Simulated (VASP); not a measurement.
# SnS (Pnma) in VASP: notebook

SnS is run at these levels: PBE; tasks: single point.

Program: VASP 6.6.1. These are calculated values, not measurements. Logs are shortened: lines on timing, memory, paths and dates and some standing lists are left out, and cuts for length are marked.

## 1. The cell of the first run

It takes space group Pnma (No. 62, orthorhombic). The conventional cell has a = 11.320 Å, b = 4.050 Å, c = 4.327 Å, α = 90.00°, β = 90.00°, γ = 90.00°. Within 3.6 Å of Sn (site symmetry m) lie 6 S at 2.65 to 3.42 Å and 2 Sn at 3.55 Å. Within 3.5 Å of S (site symmetry m) lie 6 Sn at 2.65 to 3.42 Å.

## 2. Single point, PBE (z stretched by +2 %, then relaxed in part)

INCAR reads:

```
PREC     = Accurate       # precision mode
ENCUT    = 500            # plane-wave cutoff, eV
EDIFF    = 1E-6           # SCF threshold, eV
ISMEAR   = -1             # smearing method
SIGMA    = 0.02           # smearing width, eV
LREAL    = False          # projectors in reciprocal space
LASPH    = True           # aspherical terms in the spheres
NELM     = 120            # most SCF steps
ALGO     = Normal         # electronic algorithm
ISIF     = 2              # what is computed and relaxed
LWAVE    = False          # write WAVECAR
LCHARG   = False          # write CHGCAR
GGA      = PE             # functional
NBANDS   = 50             # bands
GGA_COMPAT= False
```

KPOINTS reads:

```
regular mesh
0
Gamma
  4 11 10
```

POSCAR reads:

```
SnS
1.0
   11.3200000000      0.0000000000      0.0000000000
    0.0000000000      4.0500000000      0.0000000000
    0.0000000000      0.0000000000      4.3268400000
Sn S
4 4
Direct
    0.1204612055      0.2500000000      0.1190566620
    0.3795387945      0.7500000000      0.6190566620
    0.6204612055      0.2500000000      0.3809433380
    0.8795387945      0.7500000000      0.8809433380
    0.8514712311      0.2500000000      0.4767421511
    0.6485287689      0.7500000000      0.9767421511
    0.3514712311      0.2500000000      0.0232578489
    0.1485287689      0.7500000000      0.5232578489
```

Potentials or basis: VASP PAW PBE potentials, release 64 (Sn_d, S).

Run with:

```
$ cat potpaw_PBE.64/Sn_d/POTCAR potpaw_PBE.64/S/POTCAR > POTCAR
$ mpirun -np 1 vasp_std > vasp.out
```

OUTCAR:

```text
PREC = Accurate
   ENCUT = 500
   EDIFF = 1E-6
   ISMEAR = -1
   LREAL = False
   LASPH = True
   NELM = 120
   ISIF = 2
   GGA = PE

 ion  position               nearest neighbor table
   1  0.120  0.250  0.119-   7 2.65   8 2.69   8 2.69   4 3.55   4 3.55
   2  0.380  0.750  0.619-   8 2.65   7 2.69   7 2.69   3 3.55   3 3.55
   3  0.620  0.250  0.381-   5 2.65   6 2.69   6 2.69   2 3.55   2 3.55
   4  0.880  0.750  0.881-   6 2.65   5 2.69   5 2.69   1 3.55   1 3.55
   5  0.851  0.250  0.477-   3 2.65   4 2.69   4 2.69
   6  0.649  0.750  0.977-   4 2.65   3 2.69   3 2.69
   7  0.351  0.250  0.023-   1 2.65   2 2.69   2 2.69
   8  0.149  0.750  0.523-   2 2.65   1 2.69   1 2.69

  LATTYP: Found a simple orthorhombic cell.
 ALAT       =     4.0500000000
 B/A-ratio  =     1.0683555556
 C/A-ratio  =     2.7950617284

  Lattice vectors:

 A1 = (   0.0000000000,   4.0500000000,   0.0000000000)
 A2 = (   0.0000000000,   0.0000000000,   4.3268400000)
 A3 = (  11.3200000000,   0.0000000000,   0.0000000000)

Analysis of symmetry for initial positions (statically):
=====================================================================
 Subroutine PRICEL returns:
 Original cell was already a primitive cell.

 Routine SETGRP: Setting up the symmetry group for a
 simple orthorhombic supercell.

 Subroutine GETGRP returns: Found  8 space group operations
 (whereof  2 operations were pure point group operations)
 out of a pool of  8 trial point group operations.

The static configuration has the point symmetry S_2 .
 The point group associated with its full space group is D_2h.

Analysis of symmetry for dynamics (positions and initial velocities):
=====================================================================
 Subroutine PRICEL returns:
 Original cell was already a primitive cell.

 Routine SETGRP: Setting up the symmetry group for a
 simple orthorhombic supercell.

 Subroutine GETGRP returns: Found  8 space group operations
 (whereof  2 operations were pure point group operations)
 out of a pool of  8 trial point group operations.

The dynamic configuration has the point symmetry S_2 .
 The point group associated with its full space group is D_2h.

 Subroutine INISYM returns: Found  8 space group operations
 (whereof  2 operations are pure point group operations),
 and found     1 'primitive' translations

----------------------------------------------------------------------------------------

                                     Primitive cell

  volume of cell :     198.3683

  direct lattice vectors                    reciprocal lattice vectors
    11.320000000  0.000000000  0.000000000     0.088339223  0.000000000  0.000000000
     0.000000000  4.050000000  0.000000000     0.000000000  0.246913580  0.000000000
     0.000000000  0.000000000  4.326840000     0.000000000  0.000000000  0.231115549

  length of vectors
    11.320000000  4.050000000  4.326840000     0.088339223  0.246913580  0.231115549

  position of ions in fractional coordinates (direct lattice)
     0.120461205  0.250000000  0.119056662
     0.379538795  0.750000000  0.619056662
     0.620461205  0.250000000  0.380943338
     0.879538795  0.750000000  0.880943338
     0.851471231  0.250000000  0.476742151
     0.648528769  0.750000000  0.976742151
     0.351471231  0.250000000  0.023257849
     0.148528769  0.750000000  0.523257849

  ion indices of the primitive-cell ions
   primitive index   ion index
                 1           1
                 2           2
                 3           3
                 4           4
                 5           5
                 6           6
                 7           7
                 8           8

----------------------------------------------------------------------------------------

 KPOINTS: regular mesh

Automatic generation of k-mesh.
 Grid dimensions read from file:
 generate k-points for:    4   11   10

 Generating k-lattice:

  Cartesian coordinates                     Fractional coordinates (reciprocal lattice)
     0.022084806  0.000000000  0.000000000     0.250000000  0.000000000  0.000000000
     0.000000000  0.022446689  0.000000000     0.000000000  0.090909091  0.000000000
     0.000000000  0.000000000  0.023111555     0.000000000  0.000000000  0.100000000

  Length of vectors
     0.022084806  0.022446689  0.023111555

  Shift w.r.t. Gamma in fractional coordinates (k-lattice)
     0.000000000  0.000000000  0.000000000

 Subroutine IBZKPT returns following result:
 ===========================================

 Found    108 irreducible k-points:

 Following reciprocal coordinates:
            Coordinates               Weight
  0.000000  0.000000  0.000000      1.000000
  0.250000  0.000000  0.000000      2.000000
  0.500000  0.000000  0.000000      1.000000
  0.000000  0.090909  0.000000      2.000000
  0.250000  0.090909  0.000000      4.000000
  0.500000  0.090909  0.000000      2.000000
[... 16 lines left out ...]
  0.250000  0.090909  0.100000      8.000000
  0.500000  0.090909  0.100000      4.000000
 [... further k-points ...]
   k-points           NKPTS =    108   k-points in BZ     NKDIM =    108   number of bands    NBANDS=     50
   number of dos      NEDOS =    301   number of ions     NIONS =      8
   total plane-waves  NPLWV =  80640
   dimension x,y,z NGX =    84 NGY =   30 NGZ =   32
   dimension x,y,z NGXF=   168 NGYF=   60 NGZF=   64
   ions per type =               4   4
   NGX,Y,Z   is equivalent  to a cutoff of  12.34, 12.31, 12.30 a.u.
   NGXF,Y,Z  is equivalent  to a cutoff of  24.67, 24.63, 24.59 a.u.
 SYSTEM =  unknown system
   PREC   = accura    normal or accurate (medium, high low for compatibility)
   ISTART =      0    job   : 0-new  1-cont  2-samecut
   ICHARG =      2    charge: 1-file 2-atom 10-const
   ISPIN  =      1    spin polarized calculation?
   LNONCOLLINEAR =      F non collinear calculations
   LSORBIT =      F    spin-orbit coupling
   LASPH  =      T    aspherical Exc in radial PAW
   ENCUT  =  500.0 eV  36.75 Ry    6.06 a.u.  20.64  7.38  7.89*2*pi/ulx,y,z
   NELM   =    120;   NELMIN=  2; NELMDL= -5     # of ELM steps
   EDIFF  = 0.1E-05   stopping-criterion for ELM
   LREAL  =      F    real-space projection
   EDIFFG = 0.1E-04   stopping-criterion for IOM
   NSW    =      0    number of steps for IOM
   IBRION =     -1    ionic relax: 0-MD 1-quasi-New 2-CG
   NFREE  =      0    steps in history (QN), initial steepest desc. (CG)
   ISIF   =      2    stress and relaxation
   ISYM   =      2    0-nonsym 1-usesym 2-fastsym
   POTIM  = 0.5000    time-step for ionic-motion
   TEBEG  =    0.0;   TEEND  =   0.0 temperature during run
   PSTRESS=    0.0 pullay stress
   NELECT =      80.0000    total number of electrons
   NUPDOWN=      -1.0000    fix difference up-down
   EMIN   =  10.00;   EMAX   =-10.00  energy-range for DOS
   EFERMI =   0.00;   METHOD = LEGACY
   ISMEAR =    -1;   SIGMA  =   0.02  broadening in eV -4-tet -1-fermi 0-gaus
   EFERMI_NEDOS =   21; number of points for ismear=-14 and -15
   IALGO  =     38    algorithm
   IMIX   =      4    mixing-type and parameters
     AMIX     =   0.40;   BMIX     =  1.00
     AMIX_MAG =   1.60;   BMIX_MAG =  1.00
  volume/ion in A,a.u.               =      24.80       167.33
  Fermi-wavevector in a.u.,A,eV,Ry     =   1.209523  2.285667 19.904581  1.462945
  Thomas-Fermi vector in A             =   2.345098
   LORBIT       =      0    0 simple, 1 ext, 2 COOP (PROOUT), +10 PAW based schemes
   GGA     = PE    functional components
   LHFCALC =     F    Hartree Fock is set to
   AEXX    =    0.0000 exact exchange contribution
   IVDW    =     0    specifies the selected vdW correction
   LEPSILON=     F    determine dielectric tensor
   LRPA    =     F    only Hartree local field effects (RPA)
 non-spin polarized calculation
  energy-cutoff  :      500.00
  volume of cell :      198.37
 maximum number of plane-waves:      5068
 NGX is ok and might be reduce to    84
   NGX = 41   NGY = 15   NGZ = 15

 number of electron      80.0000013 magnetization

 Free energy of the ion-electron system (eV)
  ---------------------------------------------------
  ext. energy  EPLUGINS =         0.00000000
  ---------------------------------------------------
  free energy    TOTEN  =       -35.44110064 eV

  energy without entropy =      -35.44110064  energy(sigma->0) =      -35.44110064

 E-fermi :   6.2044     XC(G=0):  -9.7332

 val. band max:        5.7854762237   @ k =   0.0000   0.0000   0.4000
 cond. band min:       6.8008975519   @ k =   0.0000   0.3636   0.0000
 fundamental gap:      1.0154213282
 Fermi energy:         6.2043671428

 k-point     1 :       0.0000    0.0000    0.0000
  band No.  band energies     occupation
      1     -15.3584      2.00000
      2     -15.3474      2.00000
      3     -15.3411      2.00000
      4     -15.3384      2.00000
      5     -15.3346      2.00000
      6     -15.3297      2.00000
[... 42 lines left out ...]
     49      10.8869      0.00000
     50      11.0800      0.00000

 k-point     2 :       0.2500    0.0000    0.0000
  band No.  band energies     occupation
      1     -15.3569      2.00000
      2     -15.3489      2.00000
      3     -15.3413      2.00000
      4     -15.3390      2.00000
      5     -15.3342      2.00000
      6     -15.3317      2.00000
[... 42 lines left out ...]
     49      11.0300      0.00000
     50      11.1815      0.00000

 k-point     3 :       0.5000    0.0000    0.0000
  band No.  band energies     occupation
      1     -15.3530      2.00000
      2     -15.3530      2.00000
      3     -15.3404      2.00000
      4     -15.3404      2.00000
      5     -15.3333      2.00000
      6     -15.3333      2.00000
[... 42 lines left out ...]
     49      10.9384      0.00000
     50      10.9384      0.00000

 k-point     4 :       0.0000    0.0909    0.0000
  band No.  band energies     occupation
      1     -15.3561      2.00000
      2     -15.3460      2.00000
      3     -15.3391      2.00000
      4     -15.3371      2.00000
      5     -15.3356      2.00000
      6     -15.3318      2.00000
[... 999 lines left out ...]
 k-point    23 :       0.2500    0.0909    0.1000
  band No.  band energies     occupation
      1     -15.3542      2.00000
      2     -15.3469      2.00000
      3     -15.3393      2.00000
      4     -15.3374      2.00000
      5     -15.3360      2.00000
      6     -15.3338      2.00000
[... 42 lines left out ...]
     49      10.7272      0.00000
     50      11.0189      0.00000

 k-point    24 :       0.5000    0.0909    0.1000
  band No.  band energies     occupation
      1     -15.3506      2.00000
      2     -15.3506      2.00000
      3     -15.3386      2.00000
      4     -15.3386      2.00000
      5     -15.3352      2.00000
      6     -15.3352      2.00000
[... 42 lines left out ...]
     49      10.9774      0.00000
     50      11.0857      0.00000

 [... further k-points ...]

------------------------ aborting loop because EDIFF is reached ----------------------------------------

  FORCE on cell =-STRESS in cart. coord.  units (eV):
  Direction    XX          YY          ZZ          XY          YZ          ZX
  --------------------------------------------------------------------------------------
  -------------------------------------------------------------------------------------
  Total        0.9925782      0.5368311      1.1210054      0.0000000      0.0000000      0.0000000
  in kB        8.0168363      4.3358673      9.0541147      0.0000000      0.0000000      0.0000000
  external PRESSURE =       7.1356061 kB  Pullay stress =       0.0000000 kB

 VOLUME and BASIS-vectors are now :
 -----------------------------------------------------------------------------
  energy-cutoff  :      500.00
  volume of cell :      198.37
      direct lattice vectors                 reciprocal lattice vectors
    11.320000000  0.000000000  0.000000000     0.088339223  0.000000000  0.000000000
     0.000000000  4.050000000  0.000000000     0.000000000  0.246913580  0.000000000
     0.000000000  0.000000000  4.326840000     0.000000000  0.000000000  0.231115549

 POSITION                                       TOTAL-FORCE (eV/Angst)
 -----------------------------------------------------------------------------------
      1.36362      1.01250      0.51514        -0.003776     -0.000000     -0.007154
      4.29638      3.03750      2.67856         0.003776      0.000000     -0.007154
      7.02362      1.01250      1.64828        -0.003776      0.000000      0.007154
      9.95638      3.03750      3.81170         0.003776     -0.000000      0.007154
      9.63865      1.01250      2.06279         0.000433     -0.000000     -0.004325
      7.34135      3.03750      4.22621        -0.000433     -0.000000     -0.004325
      3.97865      1.01250      0.10063         0.000433      0.000000      0.004325
      1.68135      3.03750      2.26405        -0.000433      0.000000      0.004325
 -----------------------------------------------------------------------------------
    total drift:                                0.000000     -0.000000     -0.000000

  FREE ENERGIE OF THE ION-ELECTRON SYSTEM (eV)
  ---------------------------------------------------
  free  energy   TOTEN  =       -35.4411006361 eV

  energy  without entropy=      -35.4411006361  energy(sigma->0) =      -35.44110064
```

It took 21 min on 1 thread of Oxide Virtual Turin-like, shared host; peak memory 0.73 GiB.

What came out:

* Free energy: -35.4411 eV
* Pressure: 0.7 GPa
* Largest force: 0.008 eV/Å
* Band gap on the k mesh: 1.02 eV (least direct gap 1.18 eV)

Forces in eV/Å, atoms in the order of the input:
```
Sn  -0.004  0.000 -0.007
Sn   0.004  0.000 -0.007
Sn  -0.004  0.000  0.007
Sn   0.004  0.000  0.007
S    0.000  0.000 -0.004
S    0.000  0.000 -0.004
S    0.000  0.000  0.004
S    0.000  0.000  0.004
```

Caveat: the cell differs from its parent crystal (z stretched by +2 %, then relaxed in part); spin-orbit coupling is left out, which moves the levels of the heavy elements.

(Part 1 of 2 ends here.)
